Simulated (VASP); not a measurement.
# YbOs3 (Pm-3m) in VASP: a series of runs

YbOs3 is run at these levels: PBE; tasks: single point.

All numbers are computed with VASP 6.6.1; they aren't measurements. Logs are shortened: lines on timing, memory, paths and dates and some standing lists are left out, and cuts for length are marked.

### Step 1. The cell of the first run

Symmetry: Pm-3m, No. 221, cubic system. Conventional cell: a = 3.938 Å, b = 3.938 Å, c = 3.938 Å, α = 90.00°, β = 90.00°, γ = 90.00°. Within 3.7 Å of Yb (site symmetry m-3m) lie 12 Os at 2.78 Å. Os (site symmetry 4/mmm) has 4 Yb at 2.78 Å and 8 Os at 2.78 Å within 3.7 Å.

### Step 2. Single point, PBE (15.26 Å³/atom)

Contents of INCAR:

```
SYSTEM = YbOs3
  PREC = Accurate
  ENCUT = 520
  EDIFF = 1E-6
  ISMEAR = 0
  SIGMA = 0.05
  LREAL = .FALSE.
  LASPH = .TRUE.
  NELM = 60
  ALGO = Normal
  ISIF = 2
  LWAVE = .FALSE.
  LCHARG = .FALSE.
  GGA = PE
  NBANDS = 32
```

Contents of KPOINTS:

```
Automatic mesh
0
G
  8 8 8
  0 0 0
```

Contents of POSCAR:

```
YbOs3
1.0
    3.9376675912      0.0000000000      0.0000000000
    0.0000000000      3.9376675912      0.0000000000
    0.0000000000      0.0000000000      3.9376675912
Yb Os
1 3
Direct
    0.0000000000      0.0000000000      0.0000000000
    0.0000000000      0.5000000000      0.5000000000
    0.5000000000      0.5000000000      0.0000000000
    0.5000000000      0.0000000000      0.5000000000
```

Potentials or basis: VASP PAW PBE potentials, release 64 (Yb, Os).

Launch:

```sh
> cat potpaw_PBE.64/Yb/POTCAR potpaw_PBE.64/Os/POTCAR > POTCAR
> mpirun -np 1 vasp_std > vasp.out
```

OUTCAR:

```text
SYSTEM = YbOs3
   PREC = Accurate
   ENCUT = 520
   EDIFF = 1E-6
   ISMEAR = 0
   LREAL = .FALSE.
   LASPH = .TRUE.
   NELM = 60
   ISIF = 2
   GGA = PE

 ion  position               nearest neighbor table
   1  0.000  0.000  0.000-   2 2.78   3 2.78   4 2.78   2 2.78   4 2.78   2 2.78   3 2.78   2 2.78
                             3 2.78   4 2.78   4 2.78   3 2.78
   2  0.000  0.500  0.500-   1 2.78   3 2.78   4 2.78   1 2.78   3 2.78   1 2.78   4 2.78   1 2.78
                             3 2.78   4 2.78   3 2.78   4 2.78
   3  0.500  0.500  0.000-   1 2.78   2 2.78   4 2.78   2 2.78   4 2.78   1 2.78   4 2.78   4 2.78
                             1 2.78   2 2.78   2 2.78   1 2.78
   4  0.500  0.000  0.500-   1 2.78   2 2.78   3 2.78   1 2.78   3 2.78   2 2.78   3 2.78   3 2.78
                             1 2.78   2 2.78   1 2.78   2 2.78

  LATTYP: Found a simple cubic cell.
 ALAT       =     3.9376675912

  Lattice vectors:

 A1 = (   3.9376675912,   0.0000000000,   0.0000000000)
 A2 = (   0.0000000000,   3.9376675912,   0.0000000000)
 A3 = (   0.0000000000,   0.0000000000,   3.9376675912)

Analysis of symmetry for initial positions (statically):
=====================================================================
 Subroutine PRICEL returns:
 Original cell was already a primitive cell.

 Routine SETGRP: Setting up the symmetry group for a
 simple cubic supercell.

 Subroutine GETGRP returns: Found 48 space group operations
 (whereof 48 operations were pure point group operations)
 out of a pool of 48 trial point group operations.

The static configuration has the point symmetry O_h .

Analysis of symmetry for dynamics (positions and initial velocities):
=====================================================================
 Subroutine PRICEL returns:
 Original cell was already a primitive cell.

 Routine SETGRP: Setting up the symmetry group for a
 simple cubic supercell.

 Subroutine GETGRP returns: Found 48 space group operations
 (whereof 48 operations were pure point group operations)
 out of a pool of 48 trial point group operations.

The dynamic configuration has the point symmetry O_h .

 Subroutine INISYM returns: Found 48 space group operations
 (whereof 48 operations are pure point group operations),
 and found     1 'primitive' translations

----------------------------------------------------------------------------------------

                                     Primitive cell

[... 94 lines left out ...]
   EDIFF  = 0.1E-05   stopping-criterion for ELM
   LREAL  =      F    real-space projection
   EDIFFG = 0.1E-04   stopping-criterion for IOM
   NSW    =      0    number of steps for IOM
   IBRION =     -1    ionic relax: 0-MD 1-quasi-New 2-CG
   NFREE  =      0    steps in history (QN), initial steepest desc. (CG)
   ISIF   =      2    stress and relaxation
   ISYM   =      2    0-nonsym 1-usesym 2-fastsym
   POTIM  = 0.5000    time-step for ionic-motion
   TEBEG  =    0.0;   TEEND  =   0.0 temperature during run
   PSTRESS=    0.0 pullay stress
   NELECT =      48.0000    total number of electrons
   NUPDOWN=      -1.0000    fix difference up-down
   EMIN   =  10.00;   EMAX   =-10.00  energy-range for DOS
   EFERMI =   0.00;   METHOD = LEGACY
   ISMEAR =     0;   SIGMA  =   0.05  broadening in eV -4-tet -1-fermi 0-gaus
   EFERMI_NEDOS =   21; number of points for ismear=-14 and -15
   IALGO  =     38    algorithm
   IMIX   =      4    mixing-type and parameters
     AMIX     =   0.40;   BMIX     =  1.00
     AMIX_MAG =   1.60;   BMIX_MAG =  1.00
  volume/ion in A,a.u.               =      15.26       103.00
  Fermi-wavevector in a.u.,A,eV,Ry     =   1.510948  2.855278 31.061610  2.282964
  Thomas-Fermi vector in A             =   2.621070
   LORBIT       =      0    0 simple, 1 ext, 2 COOP (PROOUT), +10 PAW based schemes
   GGA     = PE    functional components
   LHFCALC =     F    Hartree Fock is set to
   AEXX    =    0.0000 exact exchange contribution
   IVDW    =     0    specifies the selected vdW correction
   LEPSILON=     F    determine dielectric tensor
   LRPA    =     F    only Hartree local field effects (RPA)
 non-spin polarized calculation
 Gauss-broadening in eV      SIGMA  =   0.05
  energy-cutoff  :      520.00
  volume of cell :       61.05
 maximum number of plane-waves:      1671
 NGX is ok and might be reduce to    30
   NGX = 15   NGY = 15   NGZ = 15

 number of electron      47.9999997 magnetization

 Free energy of the ion-electron system (eV)
  ---------------------------------------------------
  ext. energy  EPLUGINS =         0.00000000
  ---------------------------------------------------
  free energy    TOTEN  =       -35.22102890 eV

  energy without entropy =      -35.21311288  energy(sigma->0) =      -35.21707089

 E-fermi :   7.0000     XC(G=0): -13.6696

 val. band max:        6.9982774688   @ k =   0.3750   0.1250   0.0000
 cond. band min:       7.0137789438   @ k =   0.3750   0.3750   0.3750
 fundamental gap:      0.0155014750
 Fermi energy:         7.0000267859

 k-point     1 :       0.0000    0.0000    0.0000
  band No.  band energies     occupation
      1     -43.8712      2.00000
      2     -16.1140      2.00000
      3     -16.1140      2.00000
      4     -16.1140      2.00000
      5      -2.0508      2.00000
      6       0.9600      2.00000
[... 829 lines left out ...]
     31      12.1025      0.00000
     32      12.3599      0.00000

 [... further k-points ...]

------------------------ aborting loop because EDIFF is reached ----------------------------------------

  FORCE on cell =-STRESS in cart. coord.  units (eV):
  Direction    XX          YY          ZZ          XY          YZ          ZX
  --------------------------------------------------------------------------------------
  -------------------------------------------------------------------------------------
  Total        6.2689414      6.2689414      6.2689414      0.0000000      0.0000000      0.0000000
  in kB      164.5082335    164.5082335    164.5082335      0.0000000      0.0000000      0.0000000
  external PRESSURE =     164.5082335 kB  Pullay stress =       0.0000000 kB

 VOLUME and BASIS-vectors are now :
 -----------------------------------------------------------------------------
  energy-cutoff  :      520.00
  volume of cell :       61.05
      direct lattice vectors                 reciprocal lattice vectors
     3.937667591  0.000000000  0.000000000     0.253957445  0.000000000  0.000000000
     0.000000000  3.937667591  0.000000000     0.000000000  0.253957445  0.000000000
     0.000000000  0.000000000  3.937667591     0.000000000  0.000000000  0.253957445

 POSITION                                       TOTAL-FORCE (eV/Angst)
 -----------------------------------------------------------------------------------
      0.00000      0.00000      0.00000         0.000000      0.000000      0.000000
      0.00000      1.96883      1.96883         0.000000      0.000000      0.000000
      1.96883      1.96883      0.00000         0.000000      0.000000      0.000000
      1.96883      0.00000      1.96883         0.000000      0.000000      0.000000
 -----------------------------------------------------------------------------------
    total drift:                               -0.000000     -0.000000     -0.000000

  FREE ENERGIE OF THE ION-ELECTRON SYSTEM (eV)
  ---------------------------------------------------
  free  energy   TOTEN  =       -35.2210288983 eV

  energy  without entropy=      -35.2131128770  energy(sigma->0) =      -35.21707089
```

OSZICAR:

```text
N       E                     dE             d eps       ncg     rms          rms(c)
DAV:   1     0.353931305371E+03    0.35393E+03   -0.18751E+04  3400   0.954E+03
DAV:   2     0.165975570215E+02   -0.33733E+03   -0.31439E+03  3416   0.119E+03
DAV:   3    -0.310805843339E+02   -0.47678E+02   -0.44321E+02  3128   0.205E+02
DAV:   4    -0.368429871471E+02   -0.57624E+01   -0.56403E+01  3808   0.622E+01
[... 40 lines left out ...]
DAV:  45    -0.352210819239E+02    0.51922E-04   -0.25207E-05  2624   0.377E-01    0.130E-01
DAV:  46    -0.352210482696E+02    0.33654E-04   -0.19183E-05  3096   0.342E-01    0.889E-02
DAV:  47    -0.352210425093E+02    0.57603E-05   -0.20027E-06  1344   0.861E-02    0.613E-02
DAV:  48    -0.352210295769E+02    0.12932E-04   -0.14554E-05  3128   0.283E-01    0.346E-02
DAV:  49    -0.352210288983E+02    0.67858E-06   -0.18106E-06  1528   0.396E-02
   1 F= -.35221029E+02 E0= -.35217071E+02  d E =-.791602E-02
```

It took 6.5 min on 1 thread of AMD EPYC 7R13, shared host; peak memory 0.2 GiB.

Results:

```yaml
Free_energy: -35.2210 eV
Pressure: 16.5 GPa
Band_gap_on_the_k_mesh: zero (bands 24 and 25 overlap by 2.92 eV)
```

Caveat: the cell stands under pressure; spin-orbit coupling is left out, which moves the levels of the heavy elements.

### Step 3. Single point, PBE (15.83 Å³/atom)

This run uses another cell than the first one, of 15.83 Å³/atom.

Contents of INCAR:

```
SYSTEM = YbOs3
ALGO = Normal
EDIFF = 1E-6
ENCUT = 520
GGA = PE
ISIF = 2
ISMEAR = 0
LASPH = .True.
LCHARG = .False.
LREAL = .False.
LWAVE = .False.
NBANDS = 32
NELM = 80
PREC = Accurate
SIGMA = 0.05
```

Contents of KPOINTS:

```
k-points
0
Gamma
  8 8 8
  0 0 0
```

Contents of POSCAR:

```
YbOs3
1.0
    3.9856926607      0.0000000000      0.0000000000
    0.0000000000      3.9856926607      0.0000000000
    0.0000000000      0.0000000000      3.9856926607
Yb Os
1 3
Direct
    0.0000000000      0.0000000000      0.0000000000
    0.0000000000      0.5000000000      0.5000000000
    0.5000000000      0.5000000000      0.0000000000
    0.5000000000      0.0000000000      0.5000000000
```

Potentials or basis: VASP PAW PBE potentials, release 64 (Yb, Os).

Launch:

```sh
> cat potpaw_PBE.64/Yb/POTCAR potpaw_PBE.64/Os/POTCAR > POTCAR
> mpirun -np 1 vasp_std > vasp.out
```

Wall time 6.8 min (1 thread of AMD EPYC 7R13, shared host); peak memory 0.2 GiB.

It converged, with:

```yaml
Free_energy: -35.3702 eV
Pressure: 5.2 GPa
Band_gap_on_the_k_mesh: zero (bands 24 and 25 overlap by 2.75 eV)
```

Levels at points of the mesh, in eV from the Fermi level:
```tsv
k point	band 20	band 21	band 22	band 23	band 24	band 25	band 26	band 27	band 28	band 29
(0.00, 0.00, 0.00)	-0.85	-0.85	0.89	0.89	2.32	2.91	2.91	2.91	3.62	3.62
(0.50, 0.00, 0.00)	-0.76	-0.71	-0.71	-0.41	0.10	0.14	0.14	1.27	2.91	3.72
(0.50, 0.50, 0.00)	-0.74	-0.71	-0.71	-0.71	-0.42	-0.35	-0.35	0.16	0.67	4.26
(0.50, 0.50, 0.50)	-0.83	-0.83	-0.56	-0.56	0.17	1.87	1.87	1.87	2.35	2.35
```

Caveat: the cell stands under pressure; spin-orbit coupling is left out, which moves the levels of the heavy elements. Spin polarisation is off, so any magnetic state and its effect on volume and gap are missing.
